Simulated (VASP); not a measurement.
# NaCl (P6_3/mmc) in VASP: notebook

Runs on NaCl. Level: PBE. Tasks: single point.

All numbers are computed with VASP 6.6.1; they aren't measurements. Logs are shortened: lines on timing, memory, paths and dates and some standing lists are left out, and cuts for length are marked.

### 1 The cell of the first run

The structure is hexagonal, space group P6_3/mmc (No. 194). The conventional cell has a = 4.681 Å, b = 4.681 Å, c = 5.542 Å, α = 90.00°, β = 90.00°, γ = 120.00°. Na (site symmetry -6m2) has 5 Cl at 2.70 to 2.77 Å within 3.6 Å. Within 3.6 Å of Cl (site symmetry -6m2) lie 5 Na at 2.70 to 2.77 Å.

### 2 Single point, PBE (26.29 Å³/atom)

The input, INCAR:

```
SYSTEM = NaCl
PREC     = Accurate       ! precision mode
ENCUT    = 520            ! plane-wave cutoff, eV
EDIFF    = 1E-6           ! SCF threshold, eV
ISMEAR   = 0              ! smearing method
SIGMA    = 0.01           ! smearing width, eV
LREAL    = .False.        ! projectors in reciprocal space
LASPH    = .True.         ! aspherical terms in the spheres
NELM     = 80             ! most SCF steps
ALGO     = Normal         ! electronic algorithm
ISIF     = 2              ! what is computed and relaxed
LWAVE    = .False.        ! write WAVECAR
LCHARG   = .False.        ! write CHGCAR
GGA      = PE             ! functional
NBANDS   = 22             ! bands
```

The input, KPOINTS:

```
regular mesh
0
Gamma
  6 6 4
  0 0 0
```

The input, POSCAR:

```
NaCl
1.0
    4.6806536429      0.0000000000      0.0000000000
   -2.3403268215      4.0535649611      0.0000000000
    0.0000000000      0.0000000000      5.5418164664
Na Cl
2 2
Direct
    0.3333333333      0.6666666667      0.2500000000
    0.6666666667      0.3333333333      0.7500000000
    0.6666666667      0.3333333333      0.2500000000
    0.3333333333      0.6666666667      0.7500000000
```

Potentials or basis: VASP PAW PBE potentials, release 64 (Na_pv, Cl).

Started as:

```bash
$ cat potpaw_PBE.64/Na_pv/POTCAR potpaw_PBE.64/Cl/POTCAR > POTCAR
$ mpirun -np 1 vasp_std > vasp.out
```

OUTCAR:

```text
SYSTEM = NaCl
   PREC = Accurate
   ENCUT = 520
   EDIFF = 1E-6
   ISMEAR = 0
   LREAL = .False.
   LASPH = .True.
   NELM = 80
   ISIF = 2
   GGA = PE

 ion  position               nearest neighbor table
   1  0.333  0.667  0.250-   3 2.70   3 2.70   3 2.70
   2  0.667  0.333  0.750-   4 2.70   4 2.70   4 2.70
   3  0.667  0.333  0.250-   1 2.70   1 2.70   1 2.70
   4  0.333  0.667  0.750-   2 2.70   2 2.70   2 2.70

  LATTYP: Found a hexagonal cell.
 ALAT       =     4.6806536429
 C/A-ratio  =     1.1839834539

  Lattice vectors:

 A1 = (   4.6806536429,   0.0000000000,   0.0000000000)
 A2 = (  -2.3403268215,   4.0535649611,   0.0000000000)
 A3 = (   0.0000000000,   0.0000000000,   5.5418164664)

Analysis of symmetry for initial positions (statically):
=====================================================================
 Subroutine PRICEL returns:
 Original cell was already a primitive cell.

 Routine SETGRP: Setting up the symmetry group for a
 hexagonal supercell.

 Subroutine GETGRP returns: Found 24 space group operations
 (whereof 12 operations were pure point group operations)
 out of a pool of 24 trial point group operations.

The static configuration has the point symmetry D_3d.
 The point group associated with its full space group is D_6h.

Analysis of symmetry for dynamics (positions and initial velocities):
=====================================================================
 Subroutine PRICEL returns:
 Original cell was already a primitive cell.

 Routine SETGRP: Setting up the symmetry group for a
 hexagonal supercell.

 Subroutine GETGRP returns: Found 24 space group operations
 (whereof 12 operations were pure point group operations)
 out of a pool of 24 trial point group operations.

The dynamic configuration has the point symmetry D_3d.
 The point group associated with its full space group is D_6h.

 Subroutine INISYM returns: Found 24 space group operations
 (whereof 12 operations are pure point group operations),
 and found     1 'primitive' translations

----------------------------------------------------------------------------------------

                                     Primitive cell

  volume of cell :     105.1467

  direct lattice vectors                    reciprocal lattice vectors
     4.680653643  0.000000000  0.000000000     0.213645374  0.123348214  0.000000000
    -2.340326822  4.053564961  0.000000000     0.000000000  0.246696429  0.000000000
     0.000000000  0.000000000  5.541816466     0.000000000  0.000000000  0.180446250

  length of vectors
     4.680653643  4.680653643  5.541816466     0.246696429  0.246696429  0.180446250

  position of ions in fractional coordinates (direct lattice)
     0.333333333  0.666666667  0.250000000
     0.666666667  0.333333333  0.750000000
     0.666666667  0.333333333  0.250000000
     0.333333333  0.666666667  0.750000000

  ion indices of the primitive-cell ions
   primitive index   ion index
                 1           1
                 2           2
                 3           3
                 4           4

----------------------------------------------------------------------------------------

 KPOINTS: regular mesh

Automatic generation of k-mesh.
 Grid dimensions read from file:
 generate k-points for:    6    6    4

 Generating k-lattice:

  Cartesian coordinates                     Fractional coordinates (reciprocal lattice)
     0.035607562  0.020558036  0.000000000     0.166666667 -0.000000000  0.000000000
     0.000000000  0.041116071  0.000000000     0.000000000  0.166666667  0.000000000
     0.000000000  0.000000000  0.045111563     0.000000000  0.000000000  0.250000000

  Length of vectors
     0.041116071  0.041116071  0.045111563

  Shift w.r.t. Gamma in fractional coordinates (k-lattice)
     0.000000000  0.000000000  0.000000000

 Subroutine IBZKPT returns following result:
 ===========================================

 Found     21 irreducible k-points:

 Following reciprocal coordinates:
            Coordinates               Weight
  0.000000  0.000000  0.000000      1.000000
  0.166667  0.000000  0.000000      6.000000
  0.333333  0.000000  0.000000      6.000000
  0.500000  0.000000  0.000000      3.000000
  0.166667  0.166667  0.000000      6.000000
  0.333333  0.166667  0.000000     12.000000
[... 13 lines left out ...]
  0.333333  0.166667  0.500000     12.000000
  0.333333  0.333333  0.500000      2.000000
   k-points           NKPTS =     21   k-points in BZ     NKDIM =     21   number of bands    NBANDS=     22
   number of dos      NEDOS =    301   number of ions     NIONS =      4
   total plane-waves  NPLWV =  54432
   dimension x,y,z NGX =    36 NGY =   36 NGZ =   42
   dimension x,y,z NGXF=    72 NGYF=   72 NGZF=   84
   ions per type =               2   2
   NGX,Y,Z   is equivalent  to a cutoff of  12.79, 12.79, 12.60 a.u.
   NGXF,Y,Z  is equivalent  to a cutoff of  25.57, 25.57, 25.20 a.u.
 SYSTEM =  NaCl
   PREC   = accura    normal or accurate (medium, high low for compatibility)
   ISTART =      0    job   : 0-new  1-cont  2-samecut
   ICHARG =      2    charge: 1-file 2-atom 10-const
   ISPIN  =      1    spin polarized calculation?
   LNONCOLLINEAR =      F non collinear calculations
   LSORBIT =      F    spin-orbit coupling
   LASPH  =      T    aspherical Exc in radial PAW
   ENCUT  =  520.0 eV  38.22 Ry    6.18 a.u.   8.70  8.70 10.30*2*pi/ulx,y,z
   NELM   =     80;   NELMIN=  2; NELMDL= -5     # of ELM steps
   EDIFF  = 0.1E-05   stopping-criterion for ELM
   LREAL  =      F    real-space projection
   EDIFFG = 0.1E-04   stopping-criterion for IOM
   NSW    =      0    number of steps for IOM
   IBRION =     -1    ionic relax: 0-MD 1-quasi-New 2-CG
   NFREE  =      0    steps in history (QN), initial steepest desc. (CG)
   ISIF   =      2    stress and relaxation
   ISYM   =      2    0-nonsym 1-usesym 2-fastsym
   POTIM  = 0.5000    time-step for ionic-motion
   TEBEG  =    0.0;   TEEND  =   0.0 temperature during run
   PSTRESS=    0.0 pullay stress
   NELECT =      28.0000    total number of electrons
   NUPDOWN=      -1.0000    fix difference up-down
   EMIN   =  10.00;   EMAX   =-10.00  energy-range for DOS
   EFERMI =   0.00;   METHOD = LEGACY
   ISMEAR =     0;   SIGMA  =   0.01  broadening in eV -4-tet -1-fermi 0-gaus
   EFERMI_NEDOS =   21; number of points for ismear=-14 and -15
   IALGO  =     38    algorithm
   IMIX   =      4    mixing-type and parameters
     AMIX     =   0.40;   BMIX     =  1.00
     AMIX_MAG =   1.60;   BMIX_MAG =  1.00
  volume/ion in A,a.u.               =      26.29       177.39
  Fermi-wavevector in a.u.,A,eV,Ry     =   1.053244  1.990342 15.093249  1.109323
  Thomas-Fermi vector in A             =   2.188358
   LORBIT       =      0    0 simple, 1 ext, 2 COOP (PROOUT), +10 PAW based schemes
   GGA     = PE    functional components
   LHFCALC =     F    Hartree Fock is set to
   AEXX    =    0.0000 exact exchange contribution
   IVDW    =     0    specifies the selected vdW correction
   LEPSILON=     F    determine dielectric tensor
   LRPA    =     F    only Hartree local field effects (RPA)
 non-spin polarized calculation
 Gauss-broadening in eV      SIGMA  =   0.01
  energy-cutoff  :      520.00
  volume of cell :      105.15
 maximum number of plane-waves:      2865
 NGX is ok and might be reduce to    36
   NGX = 17   NGY = 17   NGZ = 21

 number of electron      28.0000002 magnetization

 Free energy of the ion-electron system (eV)
  ---------------------------------------------------
  ext. energy  EPLUGINS =         0.00000000
  ---------------------------------------------------
  free energy    TOTEN  =       -13.40288614 eV

  energy without entropy =      -13.40288614  energy(sigma->0) =      -13.40288614

 E-fermi :  -1.4575     XC(G=0):  -7.3034

 val. band max:       -1.5705798731   @ k =   0.0000   0.0000   0.0000
 cond. band min:       3.3125216833   @ k =   0.0000   0.0000   0.0000
 fundamental gap:      4.8831015563
 Fermi energy:        -1.4575267571

 k-point     1 :       0.0000    0.0000    0.0000
  band No.  band energies     occupation
      1     -22.3963      2.00000
      2     -22.3959      2.00000
      3     -22.3959      2.00000
      4     -22.3874      2.00000
      5     -22.3874      2.00000
      6     -22.3741      2.00000
[... 14 lines left out ...]
     21       9.4017      0.00000
     22       9.7379      0.00000

 k-point     2 :       0.1667    0.0000    0.0000
  band No.  band energies     occupation
      1     -22.3976      2.00000
      2     -22.3966      2.00000
      3     -22.3949      2.00000
      4     -22.3897      2.00000
      5     -22.3873      2.00000
      6     -22.3753      2.00000
[... 14 lines left out ...]
     21       9.2634      0.00000
     22       9.5615      0.00000

 k-point     3 :       0.3333    0.0000    0.0000
  band No.  band energies     occupation
      1     -22.4008      2.00000
      2     -22.3978      2.00000
      3     -22.3944      2.00000
      4     -22.3914      2.00000
      5     -22.3872      2.00000
      6     -22.3785      2.00000
[... 14 lines left out ...]
     21       9.6485      0.00000
     22       9.9517      0.00000
[... 401 lines left out ...]
 k-point    20 :       0.3333    0.1667    0.5000
  band No.  band energies     occupation
      1     -22.4078      2.00000
      2     -22.4078      2.00000
      3     -22.3933      2.00000
      4     -22.3933      2.00000
      5     -22.3788      2.00000
      6     -22.3788      2.00000
[... 14 lines left out ...]
     21       9.9180      0.00000
     22       9.9180      0.00000

 k-point    21 :       0.3333    0.3333    0.5000
  band No.  band energies     occupation
      1     -22.4088      2.00000
      2     -22.4088      2.00000
      3     -22.3940      2.00000
      4     -22.3940      2.00000
      5     -22.3782      2.00000
      6     -22.3782      2.00000
[... 14 lines left out ...]
     21      10.5064      0.00000
     22      10.5064      0.00000

------------------------ aborting loop because EDIFF is reached ----------------------------------------

  FORCE on cell =-STRESS in cart. coord.  units (eV):
  Direction    XX          YY          ZZ          XY          YZ          ZX
  --------------------------------------------------------------------------------------
  -------------------------------------------------------------------------------------
  Total        0.8571649      0.8571649      0.9539040     -0.0000000     -0.0000000     -0.0000000
  in kB       13.0610824     13.0610824     14.5351491     -0.0000000     -0.0000000     -0.0000000
  external PRESSURE =      13.5524380 kB  Pullay stress =       0.0000000 kB

 VOLUME and BASIS-vectors are now :
 -----------------------------------------------------------------------------
  energy-cutoff  :      520.00
  volume of cell :      105.15
      direct lattice vectors                 reciprocal lattice vectors
     4.680653643  0.000000000  0.000000000     0.213645374  0.123348214  0.000000000
    -2.340326822  4.053564961  0.000000000     0.000000000  0.246696429  0.000000000
     0.000000000  0.000000000  5.541816466     0.000000000  0.000000000  0.180446250

 POSITION                                       TOTAL-FORCE (eV/Angst)
 -----------------------------------------------------------------------------------
     -0.00000      2.70238      1.38545         0.000000     -0.000000      0.000000
      2.34033      1.35119      4.15636        -0.000000      0.000000      0.000000
      2.34033      1.35119      1.38545         0.000000      0.000000      0.000000
     -0.00000      2.70238      4.15636         0.000000      0.000000      0.000000
 -----------------------------------------------------------------------------------
    total drift:                                0.000000     -0.000000      0.000000

  FREE ENERGIE OF THE ION-ELECTRON SYSTEM (eV)
  ---------------------------------------------------
  free  energy   TOTEN  =       -13.4028861413 eV

  energy  without entropy=      -13.4028861413  energy(sigma->0) =      -13.40288614
```

Run time: 76 s. Hardware: 1 thread of Intel Xeon 8259CL, shared host; peak memory 0.23 GiB.

Results:

* Free energy: -13.4029 eV
* Pressure: 1.4 GPa
* Band gap on the k mesh: 4.88 eV

Stress tensor (GPa, compression positive):
```
1.31 0.00 0.00
0.00 1.31 0.00
0.00 0.00 1.45
```

### 3 Single point, PBE (27.13 Å³/atom)

This run uses another cell than the first one, of 27.13 Å³/atom.

The input, INCAR:

```
SYSTEM = NaCl
  PREC = Accurate
  ENCUT = 520
  EDIFF = 1E-6
  ISMEAR = 0
  SIGMA = 0.01
  LREAL = .FALSE.
  LASPH = .TRUE.
  NELM = 60
  ALGO = Normal
  ISIF = 2
  LWAVE = .FALSE.
  LCHARG = .FALSE.
  GGA = PE
  NBANDS = 22
```

The input, KPOINTS:

```
Automatic mesh
0
G
  6 6 4
  0 0 0
```

The input, POSCAR:

```
NaCl
1.0
    4.7299273022      0.0000000000      0.0000000000
   -2.3649636511      4.0962372018      0.0000000000
    0.0000000000      0.0000000000      5.6001556637
Na Cl
2 2
Direct
    0.3333333333      0.6666666667      0.2500000000
    0.6666666667      0.3333333333      0.7500000000
    0.6666666667      0.3333333333      0.2500000000
    0.3333333333      0.6666666667      0.7500000000
```

Potentials or basis: VASP PAW PBE potentials, release 64 (Na_pv, Cl).

Started as:

```bash
$ cat potpaw_PBE.64/Na_pv/POTCAR potpaw_PBE.64/Cl/POTCAR > POTCAR
$ mpirun -np 1 vasp_std > vasp.out
```

Run time: 73 s. Hardware: 1 thread of Intel Xeon 8259CL, shared host; peak memory 0.23 GiB.

It converged, with:

- Free energy: -13.4243 eV
- Pressure: 0.6 GPa
- Band gap on the k mesh: 4.81 eV

Levels at points of the mesh, in eV from the valence-band top:
| k point | band 10 | band 11 | band 12 | band 13 | band 14 | band 15 | band 16 | band 17 | band 18 | band 19 |
| --- | --- | --- | --- | --- | --- | --- | --- | --- | --- | --- |
| (0.00, 0.00, 0.00) | -0.77 | -0.77 | -0.32 | -0.32 | 0.00 | 4.81 | 7.63 | 9.77 | 9.77 | 10.80 |
| (0.50, 0.00, 0.00) | -0.99 | -0.97 | -0.78 | -0.51 | -0.23 | 7.26 | 7.55 | 8.81 | 8.86 | 9.81 |
| (0.00, 0.00, 0.50) | -0.95 | -0.55 | -0.55 | -0.55 | -0.55 | 6.59 | 6.59 | 9.67 | 9.67 | 9.67 |
| (0.50, 0.00, 0.50) | -1.56 | -0.64 | -0.64 | -0.26 | -0.26 | 7.33 | 7.33 | 9.82 | 9.82 | 10.37 |

A k mesh can miss the band edges.
